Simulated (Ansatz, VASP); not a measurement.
## Be in VASP and in Ansatz

Contents of INCAR:

```
ALGO = Normal ; EDIFF = 1E-6
ENCUT = 520 ; ISIF = 2
ISMEAR = 0 ; LASPH = True
LCHARG = False ; LREAL = False
LWAVE = False ; NBANDS = 12
NELM = 100 ; PREC = Accurate
SIGMA = 0.1
```

The input KPOINTS:

```
k-points
0
Gamma
  4 4 7
```

POSCAR

```
Be
1.0
    3.7569608102      0.0585572714     -0.0113789019
    0.0585572714      3.7496186138      0.0045475541
   -0.0069315142      0.0027645924      2.2627587424
Be
4
Direct
    0.2950100000      0.3054400000      0.9947400000
    0.6954300000      0.7011800000      0.0039500000
    0.1962100000      0.8033200000      0.5064000000
    0.7975200000      0.2111100000      0.5019200000
```

Input for Ansatz:

```yaml
crystal:
  lattice:
    - [3.7569608101779575, 0.05855727139402658, -0.011378901865140985]
    - [0.05855727139402658, 3.7496186138160312, 0.004547554090470076]
    - [-0.006931514164328839, 0.002764592354558901, 2.262758742372666]
  atoms:
    - { symbol: Be, position: [0.29501, 0.30544, 0.99474] }
    - { symbol: Be, position: [0.69543, 0.70118, 0.00395] }
    - { symbol: Be, position: [0.19621, 0.80332, 0.5064] }
    - { symbol: Be, position: [0.79752, 0.21111, 0.50192] }
basis:
  ecutwfc: 540.0
  xc_grid: 2
kpoints:
  mp_grid:
    grid: [4, 4, 7]
hamiltonian:
  xc: lda
scf:
  convergence:
    dr2_threshold: 1.0e-09
  occupations:
    method: gaussian
    width: 0.1
output:
  forces: true
  stress: true
```

Alike in both runs: task single point; functional LDA; k mesh 4 × 4 × 7; occupations gaussian, width 0.1 eV; no spin polarisation.

```csv
,VASP,Ansatz
version,VASP 6.6.1,Ansatz 0.2.0
potentials or method,"VASP PAW LDA potentials, release 64 (Be), cutoff 520 eV","plane waves, PAW"
valence electrons in the cell,8,8
```

```tsv
	VASP	Ansatz	Ansatz less VASP
pressure (GPa)	-3.6	-4.0	-0.39
traceless stress, the component that is largest in VASP (GPa)	-5.99	-6.01	-0.021
rms of the force components (eV/Å)	0.119	0.119	-0.0004
```

LDA's correlation is that of Perdew and Zunger in VASP and of Perdew and Wang (1992) in Ansatz. Atom by atom the forces differ by 0.001 eV/Å (rms over components). Ansatz's warnings: stress scf threshold loose.

The k mesh is coarse, so the values compare programs but aren't converged.
